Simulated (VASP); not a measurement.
# YMo6 (P6/mmm) in VASP: a series of runs, part 2 of 2

VASP 6.6.1. Earlier steps stand in the parts before.

### Step 4. Relaxation of cell and atoms, PBE

This run uses another cell than the first one, of 20.86 Å³/atom.

Contents of INCAR:

```
  ALGO = Fast
  EDIFF = 1E-6
  EDIFFG = -0.04
  ENCUT = 600
  GGA = PE
  IBRION = 2
  ISIF = 3
  ISMEAR = 0
  LASPH = True
  LCHARG = False
  LREAL = False
  LWAVE = False
  NELM = 60
  NSW = 90
  PREC = Accurate
  SIGMA = 0.1
```

Contents of KPOINTS:

```
k-points
0
Gamma
  3 3 6
```

Contents of POSCAR:

```
YMo6
1.0
    7.5949452871      0.0000000000      0.0000000000
   -3.7974726435      6.5774155590      0.0000000000
    0.0000000000      0.0000000000      2.9234755788
Y Mo
1 6
Direct
    0.0000000000      0.0000000000      0.0000000000
    0.3515839384      0.0000000000      0.5000000000
    0.6484160616      0.0000000000      0.5000000000
    0.0000000000      0.3515839384      0.5000000000
    0.0000000000      0.6484160616      0.5000000000
    0.6484160616      0.6484160616      0.5000000000
    0.3515839384      0.3515839384      0.5000000000
```

Potentials or basis: VASP PAW PBE potentials, release 64 (Y_sv, Mo_sv).

On the command line:

```
$ cat potpaw_PBE.64/Y_sv/POTCAR potpaw_PBE.64/Mo_sv/POTCAR > POTCAR
$ mpirun -np 1 vasp_std > vasp.out
```

OUTCAR:

```text
EDIFF = 1E-6
   EDIFFG = -0.04
   ENCUT = 600
   GGA = PE
   IBRION = 2
   ISIF = 3
   ISMEAR = 0
   LASPH = True
   LREAL = False
   NELM = 60
   NSW = 90
   PREC = Accurate

 ion  position               nearest neighbor table
   1  0.000  0.000  0.000-   4 3.04   5 3.04   4 3.04   5 3.04   2 3.04   3 3.04   2 3.04   3 3.04
                             6 3.04   7 3.04   6 3.04   7 3.04
   2  0.352  0.000  0.500-   3 2.25   7 2.67   5 2.67   1 3.04   1 3.04
   3  0.648  0.000  0.500-   2 2.25   6 2.67   4 2.67   1 3.04   1 3.04
   4  0.000  0.352  0.500-   5 2.25   7 2.67   3 2.67   1 3.04   1 3.04
   5  0.000  0.648  0.500-   4 2.25   6 2.67   2 2.67   1 3.04   1 3.04
   6  0.648  0.648  0.500-   7 2.25   3 2.67   5 2.67   1 3.04   1 3.04
   7  0.352  0.352  0.500-   6 2.25   2 2.67   4 2.67   1 3.04   1 3.04

  LATTYP: Found a hexagonal cell.
 ALAT       =     7.5949452871
 C/A-ratio  =     0.3849238498

  Lattice vectors:

 A1 = (   7.5949452871,   0.0000000000,   0.0000000000)
 A2 = (  -3.7974726435,   6.5774155590,   0.0000000000)
 A3 = (   0.0000000000,   0.0000000000,   2.9234755788)

Analysis of symmetry for initial positions (statically):
=====================================================================
 Subroutine PRICEL returns:
 Original cell was already a primitive cell.

 Routine SETGRP: Setting up the symmetry group for a
 hexagonal supercell.

[... 169 lines left out ...]

  FORCE on cell =-STRESS in cart. coord.  units (eV):
  Direction    XX          YY          ZZ          XY          YZ          ZX
  --------------------------------------------------------------------------------------
  -------------------------------------------------------------------------------------
  Total        0.9322522      0.9322522     -2.1746401      0.0000000     -0.0000000      0.0000000
  in kB       10.2273849     10.2273849    -23.8571511      0.0000000     -0.0000000      0.0000000
  external PRESSURE =      -1.1341271 kB  Pullay stress =       0.0000000 kB
[... 104 lines left out ...]
  FREE ENERGIE OF THE ION-ELECTRON SYSTEM (eV)
  ---------------------------------------------------
  free  energy   TOTEN  =       -63.6533240715 eV

  energy  without entropy=      -63.6226908811  energy(sigma->0) =      -63.63800748

[... ionic steps 4 to 7 ...]

--------------------------------------- Ionic step        8  -------------------------------------------

 number of electron      95.0000013 magnetization

------------------------ aborting loop because EDIFF is reached ----------------------------------------
[... 77 lines left out ...]
--------------------------------------- Ionic step       10  -------------------------------------------

 number of electron      95.0000013 magnetization

 Free energy of the ion-electron system (eV)
  ---------------------------------------------------
  ext. energy  EPLUGINS =         0.00000000
  ---------------------------------------------------
  free energy    TOTEN  =       -63.71613634 eV

  energy without entropy =      -63.68337310  energy(sigma->0) =      -63.69975472

 E-fermi :   7.9396     XC(G=0): -11.5037

 val. band max:        7.9232259891   @ k =   0.3333   0.0000   0.0000
 cond. band min:       7.9844478962   @ k =   0.0000   0.0000   0.3333
 fundamental gap:      0.0612219071
 Fermi energy:         7.9396356944

 k-point     1 :       0.0000    0.0000    0.0000
  band No.  band energies     occupation
      1     -52.8948      2.00000
      2     -52.8000      2.00000
      3     -52.8000      2.00000
      4     -52.6724      2.00000
      5     -52.6724      2.00000
      6     -52.5745      2.00000
[... 743 lines left out ...]
  FREE ENERGIE OF THE ION-ELECTRON SYSTEM (eV)
  ---------------------------------------------------
  free  energy   TOTEN  =       -63.7161363385 eV

  energy  without entropy=      -63.6833730982  energy(sigma->0) =      -63.69975472

 reached required accuracy - stopping structural energy minimisation
```

OSZICAR:

```text
N       E                     dE             d eps       ncg     rms          rms(c)
DAV:   1     0.124658130254E+04    0.12466E+04   -0.62455E+04  1368   0.189E+03
DAV:   2    -0.108449829440E+02   -0.12574E+04   -0.12285E+04  1476   0.554E+02
DAV:   3    -0.635516779751E+02   -0.52707E+02   -0.49568E+02  1952   0.978E+01
[... 153 lines left out ...]
RMM:   6    -0.637161231582E+02   -0.23567E-04   -0.27151E-04  1743   0.510E-02    0.202E-02
RMM:   7    -0.637161306364E+02   -0.74782E-05   -0.88431E-05  1653   0.266E-02    0.860E-03
RMM:   8    -0.637161343931E+02   -0.37568E-05   -0.35091E-05  1265   0.132E-02    0.552E-03
RMM:   9    -0.637161356275E+02   -0.12344E-05   -0.13706E-05   981   0.675E-03    0.500E-03
RMM:  10    -0.637161363385E+02   -0.71104E-06   -0.61747E-06   913   0.420E-03
  10 F= -.63716136E+02 E0= -.63699755E+02  d E =-.320726E-02
```

It took 28 min on 1 thread of Intel Xeon Platinum 8259CL at 2.50GHz (Skylake/Cascade Lake), shared host; peak memory 0.38 GiB.

What came out:

* Free energy: -63.7161 eV
* Relaxed volume: 20.59 Å³/atom
* Relaxed cell: a = 7.834 Å, b = 7.834 Å, c = 2.712 Å, α = 90.00°, β = 90.00°, γ = 120.00°
* Space group after relaxing (to 0.1 Å): P6/mmm (No. 191)
* Energy gained by relaxing: 27.0 meV/atom
* Ionic steps: 10
* Pressure after relaxing: 0.0 GPa
* Band gap on the k mesh: zero (an odd number of electrons rules out a gap without spin polarisation)

Forces in eV/Å, atoms in the order of the input:
```
Y    0.000  0.000  0.000
Mo  -0.002  0.000  0.000
Mo   0.002  0.000  0.000
Mo   0.001 -0.002  0.000
Mo  -0.001  0.002  0.000
Mo   0.001  0.002  0.000
Mo  -0.001 -0.002  0.000
```

Step by step:
```csv
step,energy change (eV),largest force (eV/Å),pressure (GPa),volume (Å³)
1,0.0000,0.4524,-0.11,146.04
2,-0.0641,0.2180,-0.53,145.71
3,-0.1265,0.0507,-0.40,145.29
4,-0.1253,0.4836,0.79,144.29
5,-0.1280,0.2445,0.17,144.79
6,-0.1817,0.1294,-0.79,145.20
7,-0.1818,0.1311,-0.78,145.19
8,-0.1755,0.0541,1.85,142.26
9,-0.1861,0.1049,0.21,144.04
10,-0.1893,0.0023,0.00,144.15
```

Final structure:
```
CELL_PARAMETERS angstrom
7.83361 0.00000 0.00000
-3.91681 6.78411 0.00000
0.00000 0.00000 2.71243
ATOMIC_POSITIONS crystal
Y 0.00000 0.00000 0.00000
Mo 0.34433 0.00000 0.50000
Mo 0.65567 0.00000 0.50000
Mo 0.00000 0.34433 0.50000
Mo 0.00000 0.65567 0.50000
Mo 0.65567 0.65567 0.50000
Mo 0.34433 0.34433 0.50000
```

### Step 5. The runs side by side

```tsv
task	cell	k mesh	cutoff (eV)	gap on the mesh (eV)	pressure (GPa)	largest force (eV/Å)
single point	a = 7.726, b = 7.726, c = 2.790 Å, angles 90.0, 90.0, 120.0°, 7 atoms, atomic positions A	3 × 3 × 6	520	none	0.4	0.08
single point	a = 7.595, b = 7.595, c = 2.923 Å, angles 90.0, 90.0, 120.0°, 7 atoms, atomic positions B	6 × 6 × 4	520	none	0.4	0.17
relaxation of cell and atoms	relaxed from a = 7.595, b = 7.595, c = 2.923 Å, angles 90.0, 90.0, 120.0°, 7 atoms, atomic positions B	3 × 3 × 6	600	none	0.0	-
```

Alike in all rows: level PBE; potentials or basis VASP PAW PBE potentials, release 64 (Y_sv, Mo_sv); no spin polarisation; smearing gaussian 0.1 eV.

Caveats: some runs use coarse meshes.

Total energies depend on the potentials used, so only differences within one code and one set of settings carry meaning.
